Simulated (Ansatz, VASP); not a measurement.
C in VASP and in Ansatz

INCAR

```
SYSTEM = C
PREC     = Accurate       ! precision mode
ENCUT    = 520            ! plane-wave cutoff, eV
EDIFF    = 1E-6           ! SCF threshold, eV
ISMEAR   = 0              ! smearing method
SIGMA    = 0.1            ! smearing width, eV
LREAL    = .False.        ! projectors in reciprocal space
LASPH    = .True.         ! aspherical terms in the spheres
NELM     = 80             ! most SCF steps
ALGO     = Normal         ! electronic algorithm
ISIF     = 2              ! what is computed and relaxed
LWAVE    = .False.        ! write WAVECAR
LCHARG   = .False.        ! write CHGCAR
GGA      = PE             ! functional
NBANDS   = 26             ! bands
```

File KPOINTS:

```
Automatic mesh
0
Gamma
  6 6 6
  0 0 0
```

File POSCAR:

```
C
1.0
   -2.4217198476      2.4217198476      2.4217198476
    2.4217198476     -2.4217198476      2.4217198476
    2.4217198476      2.4217198476     -2.4217198476
C
8
Direct
    0.3253069600      0.0000000000      0.0000000000
    0.6746930400      0.6746930400      0.6746930400
    0.0000000000      0.3253069600      0.0000000000
    0.0000000000      0.0000000000      0.3253069600
    0.0000000000      0.6746930400      0.0000000000
    0.3253069600      0.3253069600      0.3253069600
    0.6746930400      0.0000000000      0.0000000000
    0.0000000000      0.0000000000      0.6746930400
```

Input for Ansatz:

```yaml
crystal:
  lattice:
    - [-2.4217198476, 2.4217198476, 2.4217198476]
    - [2.4217198476, -2.4217198476, 2.4217198476]
    - [2.4217198476, 2.4217198476, -2.4217198476]
  atoms:
    - { symbol: C, position: [0.32530696, 0.0, 0.0] }
    - { symbol: C, position: [0.67469304, 0.67469304, 0.67469304] }
    - { symbol: C, position: [0.0, 0.32530696, 0.0] }
    - { symbol: C, position: [0.0, 0.0, 0.32530696] }
    - { symbol: C, position: [0.0, 0.67469304, 0.0] }
    - { symbol: C, position: [0.32530696, 0.32530696, 0.32530696] }
    - { symbol: C, position: [0.67469304, 0.0, 0.0] }
    - { symbol: C, position: [0.0, 0.0, 0.67469304] }
basis:
  ecutwfc: 420
kpoints:
  mp_grid: { grid: [6, 6, 6] }
hamiltonian:
  xc: pbe
scf:
  occupations: { method: gaussian, width: 0.1 }
output:
  forces: true
  stress: true
  eigenvalues: true
```

Alike in both runs: task single point; functional PBE; k mesh 6 × 6 × 6; occupations gaussian, width 0.1 eV; no spin polarisation.

```csv
,VASP,Ansatz
version,VASP 6.6.1,Ansatz 0.2.0
potentials or method,"VASP PAW PBE potentials, release 64 (C), cutoff 520 eV","scalar-relativistic, plane waves, PAW"
valence electrons in the cell,32,32
```

|  | VASP | Ansatz | Ansatz less VASP |
| --- | --- | --- | --- |
| gap on the k mesh at the Fermi level (eV) | 3.04 | 3.05 | +0.008 |
| least direct gap on the mesh (eV) | 3.87 | 3.89 | +0.021 |
| pressure (GPa) | 6.8 | 6.4 | -0.46 |
| rms of the force components (eV/Å) | 0.050 | 0.032 | -0.0181 |

Atom by atom the forces differ by 0.018 eV/Å (rms over components). The functional is the same, so the differences come from potentials, cutoffs and numerics.
